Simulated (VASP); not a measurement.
LiH, 2 atoms in the cell. The structure is tetragonal, space group I4/mmm (No. 139). Conventional cell: a = 2.787 Å, b = 2.787 Å, c = 4.006 Å, α = 90.00°, β = 90.00°, γ = 90.00°. Within 2.6 Å of Li (site symmetry 4/mmm) lie 6 H at 1.97 to 2.00 Å. Within 2.6 Å of H (site symmetry 4/mmm) lie 6 Li at 1.97 to 2.00 Å.  This cell differs from its parent crystal: biaxial xy strain -1.6%.

```yaml
Program: VASP 6.6.1
Task: single point
Functional: HSE06
Potentials_or_basis: VASP PAW PBE potentials, release 64 (Li_sv, H)
Cutoff: 520 eV
k_mesh: 8 × 8 × 8
Occupations: gaussian, width 0.01 eV
Spin: no spin polarisation
Dipole_correction: no
Grid_for_exact_exchange_PRECFOCK: Normal
Further_INCAR_settings: ALGO = Normal; EDIFF = 1e-06; NBANDS = 9
Share_of_exact_exchange: 0.25
Screening_parameter: 0.2079 1/Å
```

Potentials or basis: VASP PAW PBE potentials, release 64 (Li_sv, H).

Command:

```bash
$ cat potpaw_PBE.64/Li_sv/POTCAR potpaw_PBE.64/H/POTCAR > POTCAR
$ cp INCAR.step1 INCAR
$ mpirun -np 1 vasp_std > vasp.out
$ cp INCAR.step2 INCAR
$ mpirun -np 1 vasp_std > vasp.out
```

Hardware: 1 thread of Intel(R) Xeon(R) 6975P-C (Granite Rapids), with other jobs on the host.

Q: How long does it take, and how much memory?

A: It took 5.4 min on 1 thread of Intel(R) Xeon(R) 6975P-C (Granite Rapids) (shared host), peak memory 0.24 GiB. Counts: k points 59.
